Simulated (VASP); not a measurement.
# Sr (Fm-3m) in VASP: notebook

The runs below take Sr through single point, with LDA.

All numbers are computed with VASP 6.6.1; they aren't measurements. Logs are shortened: lines on timing, memory, paths and dates and some standing lists are left out, and cuts for length are marked.

### Step 1. The cell of the first run

Symmetry: Fm-3m, No. 225, cubic system. The conventional cell has a = 6.064 Å, b = 6.064 Å, c = 6.064 Å, α = 90.00°, β = 90.00°, γ = 90.00°. Sr (site symmetry m-3m) has 12 Sr at 4.29 Å within 5.6 Å.

### Step 2. Single point, LDA (volume scaled by 0.99)

Input file INCAR:

```
SYSTEM = Sr
ALGO = Normal
EDIFF = 1E-6
ENCUT = 520
ISIF = 2
ISMEAR = -1
LASPH = .TRUE.
LCHARG = .FALSE.
LREAL = .FALSE.
LWAVE = .FALSE.
NBANDS = 11
NELM = 80
PREC = Accurate
SIGMA = 0.08
```

Input file KPOINTS:

```
k-points
0
G
  10 10 10
  0 0 0
```

Input file POSCAR:

```
Sr
1.0
    0.0000000000      3.0321748404      3.0321748404
    3.0321748404      0.0000000000      3.0321748404
    3.0321748404      3.0321748404      0.0000000000
Sr
1
Direct
    0.0000000000      0.0000000000      0.0000000000
```

Potentials or basis: VASP PAW LDA potentials, release 64 (Sr_sv).

The run is started by

```
$ cat potpaw_LDA.64/Sr_sv/POTCAR > POTCAR
$ mpirun -np 1 vasp_std > vasp.out
```

OUTCAR:

```text
SYSTEM = Sr
   EDIFF = 1E-6
   ENCUT = 520
   ISIF = 2
   ISMEAR = -1
   LASPH = .TRUE.
   LREAL = .FALSE.
   NELM = 80
   PREC = Accurate

 ion  position               nearest neighbor table
   1  0.000  0.000  0.000-

  LATTYP: Found a face centered cubic cell.
 ALAT       =     6.0643496808

  Lattice vectors:

 A1 = (   0.0000000000,   3.0321748404,   3.0321748404)
 A2 = (   3.0321748404,   0.0000000000,   3.0321748404)
 A3 = (   3.0321748404,   3.0321748404,   0.0000000000)

Analysis of symmetry for initial positions (statically):
=====================================================================
 Subroutine PRICEL returns:
 Original cell was already a primitive cell.

 Routine SETGRP: Setting up the symmetry group for a
 face centered cubic supercell.

 Subroutine GETGRP returns: Found 48 space group operations
 (whereof 48 operations were pure point group operations)
 out of a pool of 48 trial point group operations.

The static configuration has the point symmetry O_h .

Analysis of symmetry for dynamics (positions and initial velocities):
=====================================================================
 Subroutine PRICEL returns:
 Original cell was already a primitive cell.

 Routine SETGRP: Setting up the symmetry group for a
 face centered cubic supercell.

 Subroutine GETGRP returns: Found 48 space group operations
 (whereof 48 operations were pure point group operations)
 out of a pool of 48 trial point group operations.

The dynamic configuration has the point symmetry O_h .

 Subroutine INISYM returns: Found 48 space group operations
 (whereof 48 operations are pure point group operations),
 and found     1 'primitive' translations

----------------------------------------------------------------------------------------

                                     Primitive cell

  volume of cell :      55.7561

  direct lattice vectors                    reciprocal lattice vectors
     0.000000000  3.032174840  3.032174840    -0.164898143  0.164898143  0.164898143
     3.032174840  0.000000000  3.032174840     0.164898143 -0.164898143  0.164898143
     3.032174840  3.032174840  0.000000000     0.164898143  0.164898143 -0.164898143

  length of vectors
     4.288142783  4.288142783  4.288142783     0.285611962  0.285611962  0.285611962

  position of ions in fractional coordinates (direct lattice)
     0.000000000  0.000000000  0.000000000

  ion indices of the primitive-cell ions
   primitive index   ion index
                 1           1

----------------------------------------------------------------------------------------

 KPOINTS: k-points

Automatic generation of k-mesh.
 Grid dimensions read from file:
 generate k-points for:   10   10   10

 Generating k-lattice:

  Cartesian coordinates                     Fractional coordinates (reciprocal lattice)
    -0.016489814  0.016489814  0.016489814     0.100000000  0.000000000  0.000000000
     0.016489814 -0.016489814  0.016489814     0.000000000  0.100000000  0.000000000
     0.016489814  0.016489814 -0.016489814     0.000000000  0.000000000  0.100000000

  Length of vectors
     0.028561196  0.028561196  0.028561196

  Shift w.r.t. Gamma in fractional coordinates (k-lattice)
     0.000000000  0.000000000  0.000000000

 Subroutine IBZKPT returns following result:
 ===========================================

 Found     47 irreducible k-points:

 Following reciprocal coordinates:
            Coordinates               Weight
  0.000000  0.000000  0.000000      1.000000
  0.100000  0.000000  0.000000      8.000000
  0.200000  0.000000  0.000000      8.000000
  0.300000  0.000000  0.000000      8.000000
  0.400000  0.000000  0.000000      8.000000
  0.500000  0.000000  0.000000      4.000000
[... 16 lines left out ...]
  0.300000  0.300000  0.000000      6.000000
  0.400000  0.300000  0.000000     24.000000
 [... further k-points ...]
   k-points           NKPTS =     47   k-points in BZ     NKDIM =     47   number of bands    NBANDS=     11
   number of dos      NEDOS =    301   number of ions     NIONS =      1
   total plane-waves  NPLWV =  32768
   dimension x,y,z NGX =    32 NGY =   32 NGZ =   32
   dimension x,y,z NGXF=    64 NGYF=   64 NGZF=   64
   ions per type =               1
   NGX,Y,Z   is equivalent  to a cutoff of  12.41, 12.41, 12.41 a.u.
   NGXF,Y,Z  is equivalent  to a cutoff of  24.81, 24.81, 24.81 a.u.
 SYSTEM =  Sr
   PREC   = accura    normal or accurate (medium, high low for compatibility)
   ISTART =      0    job   : 0-new  1-cont  2-samecut
   ICHARG =      2    charge: 1-file 2-atom 10-const
   ISPIN  =      1    spin polarized calculation?
   LNONCOLLINEAR =      F non collinear calculations
   LSORBIT =      F    spin-orbit coupling
   LASPH  =      T    aspherical Exc in radial PAW
   ENCUT  =  520.0 eV  38.22 Ry    6.18 a.u.   7.97  7.97  7.97*2*pi/ulx,y,z
   NELM   =     80;   NELMIN=  2; NELMDL= -5     # of ELM steps
   EDIFF  = 0.1E-05   stopping-criterion for ELM
   LREAL  =      F    real-space projection
[... 7 lines left out ...]
   TEBEG  =    0.0;   TEEND  =   0.0 temperature during run
   PSTRESS=    0.0 pullay stress
   NELECT =      10.0000    total number of electrons
   NUPDOWN=      -1.0000    fix difference up-down
   EMIN   =  10.00;   EMAX   =-10.00  energy-range for DOS
   EFERMI =   0.00;   METHOD = LEGACY
   ISMEAR =    -1;   SIGMA  =   0.08  broadening in eV -4-tet -1-fermi 0-gaus
   EFERMI_NEDOS =   21; number of points for ismear=-14 and -15
   IALGO  =     38    algorithm
   IMIX   =      4    mixing-type and parameters
     AMIX     =   0.40;   BMIX     =  1.00
     AMIX_MAG =   1.60;   BMIX_MAG =  1.00
  volume/ion in A,a.u.               =      55.76       376.26
  Fermi-wavevector in a.u.,A,eV,Ry     =   0.923231  1.744654 11.597012  0.852356
  Thomas-Fermi vector in A             =   2.048845
   LORBIT       =      0    0 simple, 1 ext, 2 COOP (PROOUT), +10 PAW based schemes
   GGA     = CA    functional components
   LHFCALC =     F    Hartree Fock is set to
   AEXX    =    0.0000 exact exchange contribution
   IVDW    =     0    specifies the selected vdW correction
   LEPSILON=     F    determine dielectric tensor
   LRPA    =     F    only Hartree local field effects (RPA)
 non-spin polarized calculation
  energy-cutoff  :      520.00
  volume of cell :       55.76
 maximum number of plane-waves:      1524
   NGX = 15   NGY = 15   NGZ = 15

 number of electron      10.0000000 magnetization

 Free energy of the ion-electron system (eV)
  ---------------------------------------------------
  ext. energy  EPLUGINS =         0.00000000
  ---------------------------------------------------
  free energy    TOTEN  =        -1.87335935 eV

  energy without entropy =       -1.84551842  energy(sigma->0) =       -1.85943888

 E-fermi :   1.3791     XC(G=0):  -7.5142

 val. band max:        1.3446090032   @ k =  -0.3000   0.5000   0.2000
 cond. band min:       1.3827179041   @ k =  -0.3000   0.4000   0.1000
 fundamental gap:      0.0381089009
 Fermi energy:         1.3791226555

 k-point     1 :       0.0000    0.0000    0.0000
  band No.  band energies     occupation
      1     -35.1135      2.00000
      2     -17.0990      2.00000
      3     -17.0990      2.00000
      4     -17.0990      2.00000
      5      -2.2666      2.00000
      6       3.5972      0.00000
      7       3.5972      0.00000
      8       3.5972      0.00000
      9       5.0268      0.00000
     10       5.0268      0.00000
     11       8.5076      0.00000

 k-point     2 :       0.1000    0.0000    0.0000
  band No.  band energies     occupation
      1     -35.1122      2.00000
      2     -17.1178      2.00000
      3     -17.1015      2.00000
      4     -17.1015      2.00000
      5      -2.1070      2.00000
      6       3.3687      0.00000
      7       3.6701      0.00000
      8       3.6701      0.00000
      9       4.9369      0.00000
     10       4.9369      0.00000
     11       8.8954      0.00000

 k-point     3 :       0.2000    0.0000    0.0000
  band No.  band energies     occupation
      1     -35.1089      2.00000
      2     -17.1664      2.00000
      3     -17.1082      2.00000
      4     -17.1082      2.00000
      5      -1.6507      2.00000
      6       2.8612      0.00000
      7       3.7729      0.00000
      8       3.7729      0.00000
      9       4.8776      0.00000
     10       4.8776      0.00000
     11       8.5787      0.00000

 k-point     4 :       0.3000    0.0000    0.0000
  band No.  band energies     occupation
      1     -35.1047      2.00000
      2     -17.2255      2.00000
      3     -17.1164      2.00000
      4     -17.1164      2.00000
      5      -0.9698      2.00000
      6       2.3047      0.00002
      7       3.6822      0.00000
      8       3.6822      0.00000
      9       5.1997      0.00000
     10       5.1997      0.00000
     11       7.6954      0.00000

 k-point     5 :       0.4000    0.0000    0.0000
  band No.  band energies     occupation
      1     -35.1013      2.00000
      2     -17.2726      2.00000
      3     -17.1229      2.00000
      4     -17.1229      2.00000
      5      -0.2174      2.00000
      6       1.7880      0.01198
      7       3.5220      0.00000
      8       3.5220      0.00000
      9       5.7499      0.00000
     10       5.7499      0.00000
     11       7.0223      0.00000

 k-point     6 :       0.5000    0.0000    0.0000
  band No.  band energies     occupation
      1     -35.1001      2.00000
      2     -17.2904      2.00000
      3     -17.1255      2.00000
      4     -17.1255      2.00000
      5       0.2086      2.00000
      6       1.4872      0.41126
      7       3.4552      0.00000
      8       3.4552      0.00000
      9       6.0520      0.00000
     10       6.0520      0.00000
     11       6.7372      0.00000

 k-point     7 :       0.1000    0.1000    0.0000
  band No.  band energies     occupation
      1     -35.1118      2.00000
      2     -17.1173      2.00000
      3     -17.1057      2.00000
      4     -17.1057      2.00000
      5      -2.0540      2.00000
      6       3.3079      0.00000
      7       3.7023      0.00000
      8       3.7023      0.00000
      9       4.6736      0.00000
     10       5.1092      0.00000
     11       9.0418      0.00000

 k-point     8 :       0.2000    0.1000    0.0000
  band No.  band energies     occupation
      1     -35.1092      2.00000
      2     -17.1534      2.00000
      3     -17.1137      2.00000
      4     -17.1108      2.00000
      5      -1.6964      2.00000
      6       2.9308      0.00000
      7       3.7864      0.00000
      8       3.8250      0.00000
      9       4.4271      0.00000
     10       5.1686      0.00000
     11       9.1804      0.00000
[... 141 lines left out ...]
 k-point    19 :       0.5000    0.2000    0.0000
  band No.  band energies     occupation
      1     -35.0985      2.00000
      2     -17.2648      2.00000
      3     -17.1632      2.00000
      4     -17.1406      2.00000
      5       0.5003      1.99997
      6       1.6021      0.11598
      7       2.7851      0.00000
      8       3.9689      0.00000
      9       5.6446      0.00000
     10       6.1115      0.00000
     11       6.5349      0.00000

 k-point    20 :      -0.4000    0.2000    0.0000
  band No.  band energies     occupation
      1     -35.0983      2.00000
      2     -17.2653      2.00000
      3     -17.1731      2.00000
      4     -17.1351      2.00000
      5       0.7009      1.99958
      6       1.5171      0.30242
      7       2.7126      0.00000
      8       3.9035      0.00000
      9       5.6694      0.00000
     10       5.8234      0.00000
     11       6.8187      0.00000

 k-point    21 :      -0.3000    0.2000    0.0000
  band No.  band energies     occupation
      1     -35.1001      2.00000
      2     -17.2451      2.00000
      3     -17.1708      2.00000
      4     -17.1256      2.00000
      5       0.0268      2.00000
      6       2.0324      0.00057
      7       2.7297      0.00000
      8       3.9664      0.00000
      9       4.9913      0.00000
     10       6.2594      0.00000
     11       7.1156      0.00000

 k-point    22 :      -0.2000    0.2000    0.0000
  band No.  band energies     occupation
      1     -35.1033      2.00000
      2     -17.2162      2.00000
      3     -17.1525      2.00000
      4     -17.1155      2.00000
      5      -0.7201      2.00000
      6       2.3805      0.00001
      7       3.0942      0.00000
      8       4.1363      0.00000
      9       4.4227      0.00000
     10       5.8861      0.00000
     11       8.0173      0.00000

 k-point    23 :       0.3000    0.3000    0.0000
  band No.  band energies     occupation
      1     -35.1018      2.00000
      2     -17.2197      2.00000
      3     -17.1450      2.00000
      4     -17.1450      2.00000
      5      -0.5601      2.00000
      6       2.1647      0.00011
      7       3.0251      0.00000
      8       4.5898      0.00000
      9       4.5898      0.00000
     10       5.6519      0.00000
     11       9.1777      0.00000

 k-point    24 :       0.4000    0.3000    0.0000
  band No.  band energies     occupation
      1     -35.0991      2.00000
      2     -17.2451      2.00000
      3     -17.1588      2.00000
      4     -17.1529      2.00000
      5      -0.0000      2.00000
      6       1.9528      0.00154
      7       2.6723      0.00000
      8       4.7322      0.00000
      9       5.0796      0.00000
     10       5.9623      0.00000
     11       7.5724      0.00000

 [... further k-points ...]
[... 5 lines left out ...]
  --------------------------------------------------------------------------------------
  -------------------------------------------------------------------------------------
  Total       -0.5133221     -0.5133221     -0.5133221      0.0000000      0.0000000      0.0000000
  in kB      -14.7505373    -14.7505373    -14.7505373      0.0000000      0.0000000      0.0000000
  external PRESSURE =     -14.7505373 kB  Pullay stress =       0.0000000 kB

 VOLUME and BASIS-vectors are now :
 -----------------------------------------------------------------------------
  energy-cutoff  :      520.00
  volume of cell :       55.76
      direct lattice vectors                 reciprocal lattice vectors
     0.000000000  3.032174840  3.032174840    -0.164898143  0.164898143  0.164898143
     3.032174840  0.000000000  3.032174840     0.164898143 -0.164898143  0.164898143
     3.032174840  3.032174840  0.000000000     0.164898143  0.164898143 -0.164898143

 POSITION                                       TOTAL-FORCE (eV/Angst)
 -----------------------------------------------------------------------------------
      0.00000      0.00000      0.00000         0.000000      0.000000      0.000000
 -----------------------------------------------------------------------------------
    total drift:                                0.000000      0.000000      0.000000

  FREE ENERGIE OF THE ION-ELECTRON SYSTEM (eV)
  ---------------------------------------------------
  free  energy   TOTEN  =        -1.8733593536 eV

  energy  without entropy=       -1.8455184151  energy(sigma->0) =       -1.85943888
```

Wall time 9.3 s (1 thread of Intel Xeon Platinum 8488C (Sapphire Rapids), shared host); peak memory 0.16 GiB.

Results:

```yaml
Free_energy: -1.8734 eV
Pressure: -1.5 GPa
Band_gap_on_the_k_mesh: zero (band 5 reaches 1.43 eV, above the bottom of band 6 at 1.39 eV)
```

Levels at points of the mesh, in eV from the Fermi level:
```
           k point  band 3  band 4  band 5  band 6  band 7  band 8
(0.00, 0.00, 0.00)  -18.48  -18.48   -3.65    2.22    2.22    2.22
(0.50, 0.00, 0.00)  -18.50  -18.50   -1.17    0.11    2.08    2.08
(0.50, 0.50, 0.00)  -18.55  -18.55   -0.65    0.29    1.06    4.68
```

### Step 3. Single point, LDA (volume scaled by 1.02)

Input file INCAR:

```
ALGO = Normal ; EDIFF = 1E-7
ENCUT = 520 ; ISIF = 2
ISMEAR = -1 ; LASPH = True
LCHARG = False ; LREAL = False
LWAVE = False ; NBANDS = 11
NELM = 80 ; PREC = Accurate
SIGMA = 0.08
```

Input file KPOINTS:

```
k-points
0
Gamma
  10 10 10
```

Input file POSCAR:

```
Sr
1.0
    0.0000000000      3.0624986004      3.0624986004
    3.0624986004      0.0000000000      3.0624986004
    3.0624986004      3.0624986004      0.0000000000
Sr
1
Direct
    0.0000000000      0.0000000000      0.0000000000
```

Potentials or basis: VASP PAW LDA potentials, release 64 (Sr_sv).

The run is started by

```
$ cat potpaw_LDA.64/Sr_sv/POTCAR > POTCAR
$ mpirun -np 1 vasp_std > vasp.out
```

OUTCAR:

```text
EDIFF = 1E-7
   ENCUT = 520
   ISIF = 2
   ISMEAR = -1
   LASPH = True
   LREAL = False
   NELM = 80
   PREC = Accurate

 ion  position               nearest neighbor table
   1  0.000  0.000  0.000-

  LATTYP: Found a face centered cubic cell.
 ALAT       =     6.1249972008

  Lattice vectors:

 A1 = (   0.0000000000,   3.0624986004,   3.0624986004)
 A2 = (   3.0624986004,   0.0000000000,   3.0624986004)
 A3 = (   3.0624986004,   3.0624986004,   0.0000000000)

Analysis of symmetry for initial positions (statically):
[... 503 lines left out ...]
      3     -17.3154      2.00000
      4     -17.3100      2.00000
      5      -0.0947      2.00000
      6       1.8672      0.00125
      7       2.5552      0.00000
      8       4.5595      0.00000
      9       4.8926      0.00000
     10       5.7498      0.00000
     11       7.2708      0.00000

 [... further k-points ...]
[... 5 lines left out ...]
  --------------------------------------------------------------------------------------
  -------------------------------------------------------------------------------------
  Total       -0.6142546     -0.6142546     -0.6142546      0.0000000      0.0000000     -0.0000000
  in kB      -17.1317347    -17.1317347    -17.1317347      0.0000000      0.0000000     -0.0000000
  external PRESSURE =     -17.1317347 kB  Pullay stress =       0.0000000 kB

 VOLUME and BASIS-vectors are now :
 -----------------------------------------------------------------------------
  energy-cutoff  :      520.00
  volume of cell :       57.45
      direct lattice vectors                 reciprocal lattice vectors
     0.000000000  3.062498600  3.062498600    -0.163265381  0.163265381  0.163265381
     3.062498600  0.000000000  3.062498600     0.163265381 -0.163265381  0.163265381
     3.062498600  3.062498600  0.000000000     0.163265381  0.163265381 -0.163265381

 POSITION                                       TOTAL-FORCE (eV/Angst)
 -----------------------------------------------------------------------------------
      0.00000      0.00000      0.00000         0.000000      0.000000      0.000000
 -----------------------------------------------------------------------------------
    total drift:                                0.000000      0.000000      0.000000

  FREE ENERGIE OF THE ION-ELECTRON SYSTEM (eV)
  ---------------------------------------------------
  free  energy   TOTEN  =        -1.8565907213 eV

  energy  without entropy=       -1.8281576315  energy(sigma->0) =       -1.84237418
```

OSZICAR:

```text
N       E                     dE             d eps       ncg     rms          rms(c)
DAV:   1     0.350918383210E+02    0.35092E+02   -0.46374E+03  1034   0.775E+02
DAV:   2    -0.260520308488E+00   -0.35352E+02   -0.34692E+02  1213   0.153E+02
DAV:   3    -0.180422821170E+01   -0.15437E+01   -0.15236E+01  1585   0.231E+01
DAV:   4    -0.185697187105E+01   -0.52744E-01   -0.52593E-01  1288   0.400E+00
DAV:   5    -0.185813899443E+01   -0.11671E-02   -0.11671E-02  1489   0.486E-01    0.108E+01
DAV:   6    -0.185737369031E+01    0.76530E-03   -0.62603E-03  1244   0.955E-01    0.606E+00
DAV:   7    -0.185663924057E+01    0.73445E-03   -0.10520E-02  1154   0.120E+00    0.284E-01
DAV:   8    -0.185656814470E+01    0.71096E-04   -0.15050E-03  1596   0.214E-01    0.612E-02
DAV:   9    -0.185658455982E+01   -0.16415E-04   -0.17640E-05  1267   0.329E-02    0.291E-02
DAV:  10    -0.185659038491E+01   -0.58251E-05   -0.52287E-06  1390   0.207E-02    0.946E-03
DAV:  11    -0.185659074022E+01   -0.35531E-06   -0.50267E-07  1285   0.654E-03    0.741E-03
DAV:  12    -0.185659072134E+01    0.18883E-07   -0.45919E-08   750   0.199E-03
   1 F= -.18565907E+01 E0= -.18423742E+01  d E =-.284331E-01
```

Run time: 9.2 s. Hardware: 1 thread of Intel Xeon Platinum 8488C (Sapphire Rapids), shared host; peak memory 0.16 GiB.

What came out:

- Free energy: -1.8566 eV
- Pressure: -1.7 GPa
- Band gap on the k mesh: zero (band 5 reaches 1.34 eV, above the bottom of band 6 at 1.29 eV)
